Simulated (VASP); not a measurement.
A run of VASP 6.6.1:

Contents of INCAR:

```
  ALGO = Normal
  EDIFF = 1E-6
  ENCUT = 520
  GGA = PE
  ISIF = 2
  ISMEAR = 0
  ISPIN = 2
  LASPH = T
  LCHARG = F
  LDAU = T
  LDAUJ = 0 0
  LDAUL = 2 -1
  LDAUPRINT = 1
  LDAUTYPE = 2
  LDAUU = 3.32 0
  LMAXMIX = 4
  LORBIT = 11
  LREAL = F
  LWAVE = F
  MAGMOM = -3 3 0 0
  NBANDS = 27
  NELM = 150
  PREC = Accurate
  SIGMA = 0.05
```

Contents of KPOINTS:

```
k-points
0
Gamma
  12 12 6
```

POSCAR

```
CoO
1.0
    3.1976457435      0.0000000000      0.0000000000
   -1.5988228718      2.7692424462      0.0000000000
    0.0000000000      0.0000000000      5.2287097100
Co O
2 2
Direct
    0.0000000000      0.0000000000      0.0034741400
    0.3333333300      0.6666666700      0.5033624100
    0.0000000000      0.0000000000      0.3716088500
    0.3333333300      0.6666666700      0.8715556000
```

Potentials or basis: VASP PAW PBE potentials, release 64 (Co, O).

The run is started by

```sh
$ cat potpaw_PBE.64/Co/POTCAR potpaw_PBE.64/O/POTCAR > POTCAR
$ mpirun -np 1 vasp_std > vasp.out
```

Hardware: 1 thread of Intel(R) Xeon(R) 6975P-C (Granite Rapids), on a shared host.

Task: How long does it take, and how much memory?

Result: Wall time 110 s on 1 thread of Intel(R) Xeon(R) 6975P-C (Granite Rapids), on a shared host, peak memory 0.3 GiB. Counts: scf iterations 18, k points 100.
